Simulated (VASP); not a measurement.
Here is a VASP 6.6.1 calculation.

INCAR

```
ALGO     = Normal         # electronic algorithm
EDIFF    = 1E-7           # SCF threshold, eV
ENCUT    = 520            # plane-wave cutoff, eV
GGA      = PE             # functional
ISIF     = 2              # what is computed and relaxed
ISMEAR   = -1             # smearing method
LASPH    = True           # aspherical terms in the spheres
LCHARG   = True           # write CHGCAR
LELF     = True           # ELF
LREAL    = Auto         
LVHAR    = True         
LWAVE    = False          # write WAVECAR
NBANDS   = 166            # bands
NELM     = 80             # most SCF steps
PREC     = Accurate       # precision mode
SIGMA    = 0.0259         # smearing width, eV
```

KPOINTS

```
k-points
0
Gamma
  3 3 1
```

The input POSCAR:

```
ZnS
1.0
    3.8867093372      0.0000000000      0.0000000000
   -1.9433546686      3.3659890231      0.0000000000
    0.0000000000      0.0000000000     50.8057055556
Zn S
16 16
Direct
    0.3310312432      0.7957735398      0.5105785407
    0.2654142757      0.5562166089      0.8796453963
    0.6271038165      0.2930969154      0.1857368557
   -0.1103816845      0.0478355690      0.4393856902
    0.2302672504      0.5136591320      0.1262284212
    0.6677070859      0.1621594712      0.0010016395
    0.6760509509      0.3433668357      0.6294712503
    0.0060003400      0.0044940729      0.2482168068
   -0.0409476438     -0.1379746032      0.9403620219
    0.6714976321      0.2757454031      0.8147998448
    0.2774188145      0.6543274458      0.6895334809
    0.0305157982     -0.0250900996      0.7519408220
    0.5618894363      0.4069936029      0.3751075749
    0.0379894629      0.0625902219      0.5684431637
    0.3409461124      0.7416512600      0.3115402459
   -0.0349096151     -0.0829640258      0.0628640222
    0.6146380297      0.2177977988      0.0485245697
   -0.0248847371     -0.1217630233      0.1127870962
    0.2181315834      0.6919859168      0.3569947076
    0.5916917634      0.4230040533      0.4229624166
    0.6342150054      0.3307375610      0.6764064119
    0.3757716806      0.7158499280      0.5550295521
    0.6100907996      0.2368742128      0.8638446316
   -0.0532865890      0.0574128432      0.4892289700
    0.0039531003     -0.1372078152      0.9887296210
    0.0010649824     -0.0650991428      0.7987431049
    0.3816133755      0.6596584198      0.7370958752
    0.0327337106      0.0605542676      0.2957366468
    0.2918335740      0.5019038946      0.9265329255
    0.0079221507      0.0600364406      0.6168189706
    0.2872413621      0.6123620683      0.1707396227
    0.6560555979      0.2944379774      0.2356741013
```

Potentials or basis: VASP PAW PBE potentials, release 64 (Zn, S).

Command:

```console
$ cat potpaw_PBE.64/Zn/POTCAR potpaw_PBE.64/S/POTCAR > POTCAR
$ mpirun -np 1 vasp_std > vasp.out
```

(1) Predict the band gap on the k mesh.

(2) What does it give for the pressure?

Results:

(1) 1.06 eV.

(2) -0.5 GPa.

Caveat: the k points lie up to 0.62 Å⁻¹ apart; the atoms stand as in a frame of molecular dynamics; forces of over 1 eV/Å act on the atoms, so gaps and moduli don't describe the material at rest.
